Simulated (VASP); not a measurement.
# Ge5Pd (P-6m2) in VASP: further runs, part 2 of 2

VASP 6.6.1. The steps go on from the part before.

### 3 Single point, PBE

This run uses another cell than the first one, of 23.25 Å³/atom.

The input, INCAR:

```
SYSTEM = Ge5Pd
  PREC = Accurate
  ENCUT = 520
  EDIFF = 1E-6
  ISMEAR = 0
  SIGMA = 0.1
  LREAL = .FALSE.
  LASPH = .TRUE.
  NELM = 80
  ALGO = Normal
  ISIF = 2
  LWAVE = .FALSE.
  LCHARG = .FALSE.
  GGA = PE
  NBANDS = 49
```

The input, KPOINTS:

```
regular mesh
0
G
  6 6 1
  0 0 0
```

The input, POSCAR:

```
Ge5Pd
1.0
    3.1707962800      0.0000000000      0.0000000000
   -1.5853981400      2.7459901300      0.0000000000
    0.0000000000      0.0000000000     16.0229551700
Ge Pd
5 1
Direct
    0.6666666700      0.3333333300      0.8349520000
    0.0000000000      0.0000000000      0.6673210300
    0.6666666700      0.3333333300      0.5000000000
    0.0000000000      0.0000000000      0.3326789700
    0.6666666700      0.3333333300      0.1650480000
    0.0000000000      0.0000000000      0.0000000000
```

Potentials or basis: VASP PAW PBE potentials, release 64 (Ge_d, Pd).

Run with:

```sh
$ cat potpaw_PBE.64/Ge_d/POTCAR potpaw_PBE.64/Pd/POTCAR > POTCAR
$ mpirun -np 1 vasp_std > vasp.out
```

Run time: 26 s. Hardware: 1 thread of Intel Xeon 6975P-C (Granite Rapids), shared host; peak memory 0.26 GiB.

The run converged. Its results:

| Item | Value |
| --- | --- |
| Free energy | -24.9603 eV |
| Pressure | -10.4 GPa |
| Largest force | 0.844 eV/Å |
| Band gap on the k mesh | zero (bands 40 and 41 overlap by 5.71 eV) |

Forces on the atoms (eV/Å):
```
Ge   0.000  0.000  0.844
Ge   0.000  0.000 -0.186
Ge   0.000  0.000  0.000
Ge   0.000  0.000  0.186
Ge   0.000  0.000 -0.844
Pd   0.000  0.000  0.000
```

Stress tensor (GPa, compression positive):
```
 -9.86   0.00   0.00
  0.00  -9.86   0.00
  0.00   0.00 -11.45
```

Levels at points of the mesh, in eV from the Fermi level:
```csv
k point,band 36,band 37,band 38,band 39,band 40,band 41,band 42,band 43,band 44,band 45
"(0.00, 0.00, 0.00)",-1.00,-1.00,-0.65,0.15,4.37,4.60,5.82,5.82,6.13,6.13
"(0.50, 0.00, 0.00)",-2.36,-1.96,-1.29,-1.01,-0.36,0.04,0.77,2.09,2.26,2.58
```

Caveat: the k points lie up to 0.39 Å⁻¹ apart, too coarse for converged energies and pressures of a metal.

### 4 Relaxation of cell and atoms, PBE

This run uses another cell than the first one, of 23.25 Å³/atom.

The input, INCAR:

```
SYSTEM = Ge5Pd
PREC = Accurate ; ENCUT = 600
EDIFF = 1E-7 ; ISMEAR = 0
SIGMA = 0.1 ; LREAL = .FALSE.
LASPH = .TRUE. ; NELM = 60
ALGO = Normal ; ISIF = 3
LWAVE = .FALSE. ; LCHARG = .FALSE.
GGA = PE ; IBRION = 2
NSW = 90 ; EDIFFG = -0.04
```

The input, KPOINTS:

```
Automatic mesh
0
G
  6 6 1
  0 0 0
```

POSCAR is that of step 3.

Run with:

```sh
$ cat potpaw_PBE.64/Ge_d/POTCAR potpaw_PBE.64/Pd/POTCAR > POTCAR
$ mpirun -np 1 vasp_std > vasp.out
```

Wall time 19 min (1 thread of Intel Xeon 6975P-C (Granite Rapids), shared host); peak memory 0.36 GiB.

Results (log left out):

```yaml
Free_energy: -26.6871 eV
Relaxed_volume: 18.49 Å³/atom
Relaxed_cell: a = 3.160 Å, b = 3.160 Å, c = 12.824 Å, α = 90.00°, β = 90.00°, γ = 120.00°
Space_group_after_relaxing_to_0.1_Å: P-6m2 (No. 187)
Energy_gained_by_relaxing: 287.8 meV/atom
Ionic_steps: 40
Pressure_after_relaxing: 0.2 GPa
Largest_force_after_relaxing: 0.039 eV/Å
Band_gap_on_the_k_mesh: zero (bands 40 and 41 overlap by 6.76 eV)
```

Forces in eV/Å, atoms in the order of the input:
```
Ge   0.000  0.000 -0.010
Ge   0.000  0.000 -0.039
Ge   0.000  0.000  0.000
Ge   0.000  0.000  0.039
Ge   0.000  0.000  0.010
Pd   0.000  0.000  0.000
```

Stress tensor (GPa, compression positive):
```
0.21 0.00 0.00
0.00 0.21 0.00
0.00 0.00 0.10
```

Step by step:
```
step  energy change (eV)  largest force (eV/Å)  pressure (GPa)  volume (Å³)
   1              0.0000                0.8421          -10.42       139.51
   2             -1.3101                1.1238           -1.14       111.15
   3             -1.3259                1.1262            0.67       108.41
   4             -1.4612                0.7977            1.03       107.96
   5             -1.5667                0.2797            4.00       106.60
   6             -1.5845                0.1138            2.77       107.03
   7             -1.6197                0.1081           -1.47       113.72
   8             -1.6271                0.1120           -0.34       111.62
   9             -1.6322                0.0735           -0.09       111.58
  10             -1.6351                0.1048            0.19       111.53
  11             -1.6334                0.2911            0.80       111.41
  12             -1.6355                0.1511            0.42       111.49
  13             -1.6387                0.1905            0.30       111.83
  14             -1.6562                0.2831           -0.13       112.84
  15             -1.6719                0.2744           -1.10       114.79
  16             -1.6723                0.2723           -0.96       114.48
  17             -1.6747                0.2747           -0.97       114.52
  18             -1.6776                0.2912           -1.00       114.61
  19             -1.6816                0.2942           -0.81       114.23
  20             -1.6907                0.3027           -0.17       113.08
  21             -1.6954                0.3210            1.18       110.81
  22             -1.6959                0.3163            0.83       111.38
  23             -1.7011                0.2614            0.61       111.35
  24             -1.7110                0.1074            0.31       111.24
  25             -1.7088                0.1419           -0.21       111.03
  26             -1.7132                0.0176            0.03       111.14
  27             -1.7132                0.0039            0.05       111.16
  28             -1.7138                0.0049            0.04       111.21
  29             -1.7158                0.0108           -0.10       111.38
  30             -1.7201                0.0417           -0.29       111.70
  31             -1.7231                0.0637           -0.49       112.31
  32             -1.7234                0.0654           -0.45       112.10
  33             -1.7240                0.0687           -0.39       111.99
  34             -1.7248                0.0731           -0.06       111.66
  35             -1.7247                0.0732           -0.10       111.73
  36             -1.7250                0.0684           -0.13       111.67
  37             -1.7258                0.0549           -0.06       111.50
  38             -1.7269                0.0446            0.10       111.16
  39             -1.7263                0.0260            0.33       110.48
  40             -1.7271                0.0386            0.17       110.93
```

Final structure:
```xyz
6
Lattice="3.1603 0.0000 0.0000 -1.5802 2.7369 0.0000 0.0000 0.0000 12.8244" Properties=species:S:1:pos:R:3 pbc="T T T"
Ge    1.5802    0.9123   10.8792
Ge    0.0000    0.0000    8.6007
Ge    1.5802    0.9123    6.4122
Ge    0.0000    0.0000    4.2237
Ge    1.5802    0.9123    1.9452
Pd    0.0000    0.0000    0.0000
```

Levels at points of the mesh, in eV from the Fermi level:
| k point | band 37 | band 38 | band 39 | band 40 | band 41 | band 42 | band 43 | band 44 |
| --- | --- | --- | --- | --- | --- | --- | --- | --- |
| (0.00, 0.00, 0.00) | -2.57 | 1.84 | 3.48 | 4.80 | 4.80 | 5.43 | 5.43 | 6.03 |
| (0.50, 0.00, 0.00) | -2.34 | -2.04 | -1.96 | -1.05 | 0.29 | 0.97 | 1.29 | 2.38 |

Caveat: the k points lie up to 0.49 Å⁻¹ apart in the final cell, too coarse for converged energies and pressures of a metal; the volume moved by over 15 % at a fixed basis, so the end points are rough.

### 5 Single point, PBE

This run uses another cell than the first one, of 18.47 Å³/atom.

The input, INCAR:

```
ALGO = Normal
EDIFF = 1E-7
ENCUT = 520
GGA = PE
ISIF = 2
ISMEAR = 0
LASPH = T
LCHARG = F
LREAL = F
LWAVE = F
NBANDS = 49
NELM = 80
PREC = Accurate
SIGMA = 0.1
```

The input, KPOINTS:

```
k-points
0
Gamma
  18 18 4
```

The input, POSCAR:

```
Ge5Pd
1.0
    3.0235448553      0.0000000000      0.0000000000
   -1.5117724277      2.6184666541      0.0000000000
    0.0000000000      0.0000000000     13.9945754966
Ge Pd
5 1
Direct
    0.6666666667      0.3333333333      0.8542212384
    0.0000000000      0.0000000000      0.6767917489
    0.6666666667      0.3333333333      0.5000000000
    0.0000000000      0.0000000000      0.3232082511
    0.6666666667      0.3333333333      0.1457787616
    0.0000000000      0.0000000000      0.0000000000
```

Run with:

```sh
$ cat potpaw_PBE.64/Ge_d/POTCAR potpaw_PBE.64/Pd/POTCAR > POTCAR
$ mpirun -np 1 vasp_std > vasp.out
```

Wall time 4.5 min (1 thread of Intel Xeon 6975P-C (Granite Rapids), shared host); peak memory 0.58 GiB.

It converged, with:

```yaml
Free_energy: -26.9389 eV
Pressure: 0.0 GPa
Largest_force: 0.004 eV/Å
Band_gap_on_the_k_mesh: zero (bands 40 and 41 overlap by 8.21 eV)
```

Forces in eV/Å, atoms in the order of the input:
```
Ge   0.000  0.000 -0.004
Ge   0.000  0.000 -0.002
Ge   0.000  0.000  0.000
Ge   0.000  0.000  0.002
Ge   0.000  0.000  0.004
Pd   0.000  0.000  0.000
```

Levels at points of the mesh, in eV from the Fermi level:
| k point | band 36 | band 37 | band 38 | band 39 | band 40 | band 41 | band 42 | band 43 | band 44 | band 45 |
| --- | --- | --- | --- | --- | --- | --- | --- | --- | --- | --- |
| (0.00, 0.00, 0.00) | -2.49 | -2.49 | -0.01 | 1.54 | 6.44 | 6.68 | 6.68 | 7.05 | 7.05 | 7.53 |
| (0.50, 0.00, 0.00) | -3.00 | -2.80 | -2.21 | -1.37 | -1.16 | 0.13 | 0.56 | 2.55 | 2.55 | 2.71 |
| (0.00, 0.00, 0.50) | -2.49 | -2.49 | -1.34 | 3.11 | 4.80 | 6.69 | 6.69 | 7.02 | 7.02 | 7.54 |
| (0.50, 0.00, 0.50) | -3.13 | -3.00 | -1.84 | -1.38 | -1.37 | -0.20 | 1.04 | 2.12 | 2.83 | 2.99 |

### 6 Summary

```csv
task,cell,k mesh,cutoff (eV),gap on the mesh (eV),pressure (GPa),largest force (eV/Å)
single point,"a = 2.864, b = 2.864, c = 15.979 Å, angles 90.0, 90.0, 120.0°, 6 atoms, atomic positions A",6 × 6 × 1,520,none,0.1,0.02
single point,"a = 3.171, b = 3.171, c = 16.023 Å, angles 90.0, 90.0, 120.0°, 6 atoms, atomic positions B",6 × 6 × 1,520,none,-10.4,0.84
relaxation of cell and atoms,"relaxed from a = 3.171, b = 3.171, c = 16.023 Å, angles 90.0, 90.0, 120.0°, 6 atoms, atomic positions B",6 × 6 × 1,600,none,0.2,0.04
single point,"a = 3.024, b = 3.024, c = 13.995 Å, angles 90.0, 90.0, 120.0°, 6 atoms, atomic positions C",18 × 18 × 4,520,none,0.0,-
```

Alike in all rows: level PBE; potentials or basis VASP PAW PBE potentials, release 64 (Ge_d, Pd); no spin polarisation; smearing gaussian 0.1 eV.

Caveats: some runs use coarse meshes; the volume moved by over 15 % at a fixed basis, so the end points are rough (at least some runs).

Absolute energies hang on the potentials; compare differences alone.
